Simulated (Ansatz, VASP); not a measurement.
**One calculation of Al3Ni2, two programs**

Contents of INCAR:

```
ALGO = Fast ; EDIFF = 1E-7
ENCUT = 520 ; GGA = PS
ISIF = 2 ; ISMEAR = 0
LASPH = True ; LCHARG = True
LELF = True ; LREAL = False
LVHAR = True ; LWAVE = False
NBANDS = 22 ; NELM = 80
PREC = Accurate ; SIGMA = 0.15
```

File KPOINTS:

```
k-points
0
Gamma
  12 12 10
```

File POSCAR:

```
Al3Ni2
1.0
    3.8029826611      0.0000000000      0.0000000000
   -1.9014913305      3.2934795947      0.0000000000
    0.0000000000      0.0000000000      5.1024378412
Al Ni
3 2
Direct
    0.0000000000      0.0000000000      0.0000000000
    0.3333333333      0.6666666667      0.6477829059
    0.6666666667      0.3333333333      0.3522170941
    0.3333333333      0.6666666667      0.1455709067
    0.6666666667      0.3333333333      0.8544290933
```

Input for Ansatz:

```yaml
crystal:
  lattice:
    - [3.8029826611, 0.0, 0.0]
    - [-1.9014913305, 3.2934795947, 0.0]
    - [0.0, 0.0, 5.1024378412]
  atoms:
    - { symbol: Al, position: [0.0, 0.0, 0.0] }
    - { symbol: Al, position: [0.3333333333, 0.6666666667, 0.6477829059] }
    - { symbol: Al, position: [0.6666666667, 0.3333333333, 0.3522170941] }
    - { symbol: Ni, position: [0.3333333333, 0.6666666667, 0.1455709067] }
    - { symbol: Ni, position: [0.6666666667, 0.3333333333, 0.8544290933] }
basis:
  ecutwfc: 420
kpoints:
  mp_grid: { grid: [12, 12, 10] }
hamiltonian:
  xc: pbesol
scf:
  occupations: { method: gaussian, width: 0.15 }
output:
  forces: true
  stress: true
  eigenvalues: true
```

Change from the starting cell: strain -0.050 along x and y, +0.050 along z, atoms carried along.

Alike in both runs: task single point; functional PBEsol; k mesh 12 × 12 × 10; occupations gaussian, width 0.15 eV; no spin polarisation.

```csv
,VASP,Ansatz
version,VASP 6.6.1,Ansatz 0.2.0
potentials or method,"VASP PAW PBE potentials, release 64 (Al, Ni), cutoff 520 eV","scalar-relativistic, plane waves, PAW"
valence electrons in the cell,29,45
```

|  | VASP | Ansatz | Ansatz less VASP |
| --- | --- | --- | --- |
| gap on the k mesh at the Fermi level (eV) | none | none | - |
| pressure (GPa) | 9.3 | 9.4 | +0.06 |
| traceless stress, the component that is largest in VASP (GPa) | -14.33 | -14.42 | -0.089 |
| rms of the force components (eV/Å) | 0.110 | 0.106 | -0.0042 |

VASP's potentials were made for PBE, not for PBEsol. Atom by atom the forces differ by 0.004 eV/Å (rms over components). A gap of «none» marks a metal or a gap that the smearing closes. The functional is the same, so the differences come from potentials, cutoffs and numerics. VASP's potentials hold 29 valence electrons a cell and Ansatz's 45, so a difference there can come from the potentials and not from the codes.
